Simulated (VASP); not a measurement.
# Ca2Si3N3 (Amm2) in VASP: relaxation of cell and atoms with PBE

Aim: the relaxation of cell and atoms of Ca2Si3N3 with PBE.

All numbers are computed with VASP 6.6.1; they aren't measurements. Logs are shortened: lines on timing, memory, paths and dates and some standing lists are left out, and cuts for length are marked.

## 1. The cell of the first run

Symmetry: Amm2, No. 38, orthorhombic system. Conventional cell: a = 10.209 Å, b = 4.934 Å, c = 8.409 Å, α = 90.00°, β = 90.00°, γ = 90.00°. Within 3.5 Å of Ca (site symmetry m) lie 3 N at 2.47 to 2.52 Å and 6 Si at 2.69 to 3.45 Å. Within 2.3 Å of Si (site symmetry m) lie 2 N at 1.71 to 1.81 Å. Within 2.5 Å of Si (site symmetry mm2) lie 4 N at 1.78 to 2.49 Å. Within 2.3 Å of N (site symmetry m) lie 2 Si at 1.71 to 1.78 Å. N (site symmetry mm2) has 4 Si at 1.81 to 2.49 Å and 2 Ca at 2.47 Å within 2.5 Å.

The cell was built from a structure type or drawn by symmetry, and may not be a known phase.

## 2. Relaxation of cell and atoms, PBE

INCAR reads:

```
  PREC = Accurate
  ENCUT = 600
  EDIFF = 1E-7
  ISMEAR = 0
  SIGMA = 0.1
  LREAL = F
  LASPH = T
  NELM = 80
  ALGO = Normal
  ISIF = 3
  LWAVE = F
  LCHARG = F
  GGA = PE
  IBRION = 2
  NSW = 100
  EDIFFG = -0.01
```

KPOINTS reads:

```
Automatic mesh
0
Gamma
  4 8 8
```

POSCAR reads:

```
Ca2Si3N3
1.0
   10.2085060835      0.0000000000      0.0000000000
    0.0000000000      2.4670485491      4.2044957075
    0.0000000000     -2.4670485491      4.2044957075
Ca Si N
2 3 3
Direct
    0.8178089122      0.4054277871      0.4054277871
    0.1821910878      0.4054277871      0.4054277871
    0.8557472379      0.0883128192      0.0883128192
    0.1442527621      0.0883128192      0.0883128192
    0.0000000000      0.7502865289      0.7502865289
    0.1351457771      0.8847408468      0.8847408468
    0.8648542229      0.8847408468      0.8847408468
    0.0000000000      0.2127894950      0.2127894950
```

Potentials or basis: VASP PAW PBE potentials, release 64 (Ca_sv, Si, N).

Command:

```sh
$ cat potpaw_PBE.64/Ca_sv/POTCAR potpaw_PBE.64/Si/POTCAR potpaw_PBE.64/N/POTCAR > POTCAR
$ mpirun -np 1 vasp_std > vasp.out
```

OUTCAR:

```text
PREC = Accurate
   ENCUT = 600
   EDIFF = 1E-7
   ISMEAR = 0
   LREAL = F
   LASPH = T
   NELM = 80
   ISIF = 3
   GGA = PE
   IBRION = 2
   NSW = 100
   EDIFFG = -0.01

 ion  position               nearest neighbor table
   1  0.818  0.405  0.405-   8 2.47   3 2.69   3 2.93   3 2.93
   2  0.182  0.405  0.405-   8 2.47   4 2.69   4 2.93   4 2.93
   3  0.856  0.088  0.088-   7 1.71   8 1.81   1 2.69   1 2.93   1 2.93   4 2.95
   4  0.144  0.088  0.088-   6 1.71   8 1.81   2 2.69   2 2.93   2 2.93   3 2.95
   5  0.000  0.750  0.750-   6 1.78   7 1.78
   6  0.135  0.885  0.885-   4 1.71   5 1.78
   7  0.865  0.885  0.885-   3 1.71   5 1.78
   8  0.000  0.213  0.213-   3 1.81   4 1.81   1 2.47   2 2.47

  LATTYP: Found a base centered orthorhombic cell.
 ALAT       =     4.9340970982
 B/A-ratio  =     1.7042614378
 C/A-ratio  =     2.0689714613

  Lattice vectors:

 A1 = (   0.0000000000,   2.4670485491,  -4.2044957075)
 A2 = (   0.0000000000,   2.4670485491,   4.2044957075)
 A3 = (  10.2085060835,   0.0000000000,   0.0000000000)

Analysis of symmetry for initial positions (statically):
=====================================================================
 Subroutine PRICEL returns:
 Original cell was already a primitive cell.

 Routine SETGRP: Setting up the symmetry group for a
 base centered orthorhombic supercell.

 Subroutine GETGRP returns: Found  4 space group operations
 (whereof  4 operations were pure point group operations)
 out of a pool of  8 trial point group operations.

The static configuration has the point symmetry C_2v.

Analysis of symmetry for dynamics (positions and initial velocities):
=====================================================================
 Subroutine PRICEL returns:
 Original cell was already a primitive cell.

 Routine SETGRP: Setting up the symmetry group for a
 base centered orthorhombic supercell.

 Subroutine GETGRP returns: Found  4 space group operations
 (whereof  4 operations were pure point group operations)
 out of a pool of  8 trial point group operations.

The dynamic configuration has the point symmetry C_2v.

 Subroutine INISYM returns: Found  4 space group operations
 (whereof  4 operations are pure point group operations),
 and found     1 'primitive' translations

----------------------------------------------------------------------------------------

                                     Primitive cell

  volume of cell :     211.7794

  direct lattice vectors                    reciprocal lattice vectors
    10.208506083  0.000000000  0.000000000     0.097957526  0.000000000  0.000000000
     0.000000000  2.467048549  4.204495707     0.000000000  0.202671326  0.118920326
     0.000000000 -2.467048549  4.204495707     0.000000000 -0.202671326  0.118920326

  length of vectors
    10.208506083  4.874844890  4.874844890     0.097957526  0.234984489  0.234984489

  position of ions in fractional coordinates (direct lattice)
     0.817808912  0.405427787  0.405427787
     0.182191088  0.405427787  0.405427787
     0.855747238  0.088312819  0.088312819
     0.144252762  0.088312819  0.088312819
     0.000000000  0.750286529  0.750286529
     0.135145777  0.884740847  0.884740847
     0.864854223  0.884740847  0.884740847
     0.000000000  0.212789495  0.212789495

  ion indices of the primitive-cell ions
   primitive index   ion index
                 1           1
                 2           2
                 3           3
                 4           4
                 5           5
                 6           6
                 7           7
                 8           8

----------------------------------------------------------------------------------------

 KPOINTS: Automatic mesh

Automatic generation of k-mesh.
 Grid dimensions read from file:
 generate k-points for:    4    8    8

 Generating k-lattice:

  Cartesian coordinates                     Fractional coordinates (reciprocal lattice)
     0.024489381  0.000000000  0.000000000     0.250000000  0.000000000  0.000000000
     0.000000000  0.025333916  0.014865041     0.000000000  0.125000000  0.000000000
     0.000000000 -0.025333916  0.014865041     0.000000000  0.000000000  0.125000000

  Length of vectors
     0.024489381  0.029373061  0.029373061

  Shift w.r.t. Gamma in fractional coordinates (k-lattice)
     0.000000000  0.000000000  0.000000000

 Subroutine IBZKPT returns following result:
 ===========================================

 Found     63 irreducible k-points:

 Following reciprocal coordinates:
            Coordinates               Weight
  0.000000  0.000000  0.000000      1.000000
  0.250000  0.000000  0.000000      2.000000
  0.500000  0.000000  0.000000      1.000000
  0.000000  0.125000  0.000000      4.000000
  0.250000  0.125000  0.000000      8.000000
  0.500000  0.125000  0.000000      4.000000
[... 16 lines left out ...]
  0.250000  0.375000  0.125000      8.000000
  0.500000  0.375000  0.125000      4.000000
 [... further k-points ...]
   k-points           NKPTS =     63   k-points in BZ     NKDIM =     63   number of bands    NBANDS=     28
   number of dos      NEDOS =    301   number of ions     NIONS =      8
   total plane-waves  NPLWV = 134400
   dimension x,y,z NGX =    84 NGY =   40 NGZ =   40
   dimension x,y,z NGXF=   168 NGYF=   80 NGZF=   80
   ions per type =               2   3   3
   NGX,Y,Z   is equivalent  to a cutoff of  13.68, 13.64, 13.64 a.u.
   NGXF,Y,Z  is equivalent  to a cutoff of  27.36, 27.28, 27.28 a.u.
 SYSTEM =  unknown system
   PREC   = accura    normal or accurate (medium, high low for compatibility)
   ISTART =      0    job   : 0-new  1-cont  2-samecut
   ICHARG =      2    charge: 1-file 2-atom 10-const
   ISPIN  =      1    spin polarized calculation?
   LNONCOLLINEAR =      F non collinear calculations
   LSORBIT =      F    spin-orbit coupling
   LASPH  =      T    aspherical Exc in radial PAW
   ENCUT  =  600.0 eV  44.10 Ry    6.64 a.u.  20.39  9.74  9.74*2*pi/ulx,y,z
   NELM   =     80;   NELMIN=  2; NELMDL= -5     # of ELM steps
   EDIFF  = 0.1E-06   stopping-criterion for ELM
   LREAL  =      F    real-space projection
   EDIFFG = -.1E-01   stopping-criterion for IOM
   NSW    =    100    number of steps for IOM
   IBRION =      2    ionic relax: 0-MD 1-quasi-New 2-CG
   NFREE  =      1    steps in history (QN), initial steepest desc. (CG)
   ISIF   =      3    stress and relaxation
   ISYM   =      2    0-nonsym 1-usesym 2-fastsym
   POTIM  = 0.5000    time-step for ionic-motion
   TEBEG  =    0.0;   TEEND  =   0.0 temperature during run
   PSTRESS=    0.0 pullay stress
   NELECT =      47.0000    total number of electrons
   NUPDOWN=      -1.0000    fix difference up-down
   EMIN   =  10.00;   EMAX   =-10.00  energy-range for DOS
   EFERMI =   0.00;   METHOD = LEGACY
   ISMEAR =     0;   SIGMA  =   0.10  broadening in eV -4-tet -1-fermi 0-gaus
   EFERMI_NEDOS =   21; number of points for ismear=-14 and -15
   IALGO  =     38    algorithm
   IMIX   =      4    mixing-type and parameters
     AMIX     =   0.40;   BMIX     =  1.00
     AMIX_MAG =   1.60;   BMIX_MAG =  1.00
  volume/ion in A,a.u.               =      26.47       178.64
  Fermi-wavevector in a.u.,A,eV,Ry     =   0.991166  1.873031 13.366487  0.982409
  Thomas-Fermi vector in A             =   2.122888
   LORBIT       =      0    0 simple, 1 ext, 2 COOP (PROOUT), +10 PAW based schemes
   GGA     = PE    functional components
   LHFCALC =     F    Hartree Fock is set to
   AEXX    =    0.0000 exact exchange contribution
   IVDW    =     0    specifies the selected vdW correction
   LEPSILON=     F    determine dielectric tensor
   LRPA    =     F    only Hartree local field effects (RPA)
 conjugate gradient relaxation of ions
 non-spin polarized calculation
 Gauss-broadening in eV      SIGMA  =   0.10
  energy-cutoff  :      600.00
  volume of cell :      211.78
 maximum number of plane-waves:      7094
 NGX is ok and might be reduce to    84
   NGX = 41   NGY = 19   NGZ = 19

--------------------------------------- Ionic step        1  -------------------------------------------

 number of electron      47.0000000 magnetization

 Free energy of the ion-electron system (eV)
  ---------------------------------------------------
  ext. energy  EPLUGINS =         0.00000000
  ---------------------------------------------------
  free energy    TOTEN  =       -47.48503772 eV

  energy without entropy =      -47.47216310  energy(sigma->0) =      -47.47860041

------------------------ aborting loop because EDIFF is reached ----------------------------------------

  FORCE on cell =-STRESS in cart. coord.  units (eV):
  Direction    XX          YY          ZZ          XY          YZ          ZX
  --------------------------------------------------------------------------------------
  -------------------------------------------------------------------------------------
  Total        0.0059367      0.1008357      0.0418662      0.0000000      0.0000000      0.0000000
  in kB        0.0449132      0.7628534      0.3167306      0.0000000      0.0000000      0.0000000
  external PRESSURE =       0.3748324 kB  Pullay stress =       0.0000000 kB
[... 107 lines left out ...]
  FREE ENERGIE OF THE ION-ELECTRON SYSTEM (eV)
  ---------------------------------------------------
  free  energy   TOTEN  =       -47.4851832052 eV

  energy  without entropy=      -47.4723159164  energy(sigma->0) =      -47.47874956

[... ionic steps 4 to 7 ...]

--------------------------------------- Ionic step        8  -------------------------------------------

 number of electron      47.0000001 magnetization

------------------------ aborting loop because EDIFF is reached ----------------------------------------
[... 79 lines left out ...]
--------------------------------------- Ionic step       10  -------------------------------------------

 number of electron      47.0000001 magnetization

 Free energy of the ion-electron system (eV)
  ---------------------------------------------------
  ext. energy  EPLUGINS =         0.00000000
  ---------------------------------------------------
  free energy    TOTEN  =       -47.48533391 eV

  energy without entropy =      -47.47258430  energy(sigma->0) =      -47.47895911

 E-fermi :   2.2162     XC(G=0):  -6.9150

 val. band max:        2.1732555793   @ k =   0.0000  -0.3750   0.1250
 cond. band min:       2.2292245181   @ k =   0.5000  -0.2500   0.2500
 fundamental gap:      0.0559689388
 Fermi energy:         2.2162168899

 k-point     1 :       0.0000    0.0000    0.0000
  band No.  band energies     occupation
      1     -38.8477      2.00000
      2     -38.8427      2.00000
      3     -20.0750      2.00000
      4     -19.9784      2.00000
      5     -19.9222      2.00000
      6     -19.9052      2.00000
[... 733 lines left out ...]
     27       4.3602      0.00000
     28       4.8489      0.00000

 [... further k-points ...]

------------------------ aborting loop because EDIFF is reached ----------------------------------------

  FORCE on cell =-STRESS in cart. coord.  units (eV):
  Direction    XX          YY          ZZ          XY          YZ          ZX
  --------------------------------------------------------------------------------------
  -------------------------------------------------------------------------------------
  Total       -0.0629749      0.0163000     -0.0057963      0.0000000      0.0000000      0.0000000
  in kB       -0.4764483      0.1233209     -0.0438531      0.0000000      0.0000000      0.0000000
  external PRESSURE =      -0.1323268 kB  Pullay stress =       0.0000000 kB
[... 23 lines left out ...]
  FREE ENERGIE OF THE ION-ELECTRON SYSTEM (eV)
  ---------------------------------------------------
  free  energy   TOTEN  =       -47.4853339088 eV

  energy  without entropy=      -47.4725843018  energy(sigma->0) =      -47.47895911

 reached required accuracy - stopping structural energy minimisation
```

Run time: 88 min. Hardware: 1 thread of Intel Xeon 8259CL, shared host; peak memory 0.69 GiB.

Results:

| Item | Value |
| --- | --- |
| Free energy | -47.4853 eV |
| Energy gained by relaxing | 0.0 meV/atom |
| Ionic steps | 10 |
| Pressure after relaxing | 0.0 GPa |
| Largest force after relaxing | 0.003 eV/Å |
| Band gap on the k mesh | zero (an odd number of electrons rules out a gap without spin polarisation) |

Forces in eV/Å, atoms in the order of the input:
```
Ca   0.001  0.000  0.000
Ca  -0.001  0.000  0.000
Si  -0.001  0.000 -0.001
Si   0.001  0.000 -0.001
Si   0.000  0.000  0.003
N   -0.003  0.000  0.000
N    0.003  0.000  0.000
N    0.000  0.000 -0.002
```

The path:
| step | energy change (eV) | largest force (eV/Å) | pressure (GPa) | volume (Å³) |
| --- | --- | --- | --- | --- |
| 1 | 0.0000 | 0.0303 | 0.04 | 211.78 |
| 2 | -0.0001 | 0.0156 | -0.01 | 211.97 |
| 3 | -0.0001 | 0.0176 | -0.03 | 212.05 |
| 4 | -0.0002 | 0.0225 | -0.01 | 212.05 |
| 5 | -0.0002 | 0.0134 | -0.01 | 212.05 |
| 6 | -0.0002 | 0.0106 | -0.01 | 212.00 |
| 7 | -0.0002 | 0.0158 | 0.01 | 211.91 |
| 8 | -0.0003 | 0.0116 | 0.00 | 211.90 |
| 9 | -0.0003 | 0.0057 | -0.02 | 211.84 |
| 10 | -0.0003 | 0.0035 | -0.01 | 211.77 |

Final structure:
```cif
data_structure
_symmetry_space_group_name_H-M 'P 1'
_symmetry_Int_Tables_number 1
_cell_length_a 10.2027
_cell_length_b 4.8727
_cell_length_c 4.8727
_cell_angle_alpha 60.951
_cell_angle_beta 90.000
_cell_angle_gamma 90.000
_cell_volume 211.77
loop_
_atom_site_label
_atom_site_type_symbol
_atom_site_fract_x
_atom_site_fract_y
_atom_site_fract_z
_atom_site_occupancy
Ca1 Ca 0.81740 0.40601 0.40601 1
Ca2 Ca 0.18260 0.40601 0.40601 1
Si1 Si 0.85566 0.08826 0.08826 1
Si2 Si 0.14434 0.08826 0.08826 1
Si3 Si 0.00000 0.75009 0.75009 1
N1 N 0.13532 0.88444 0.88444 1
N2 N 0.86468 0.88444 0.88444 1
N3 N 0.00000 0.21252 0.21252 1
```
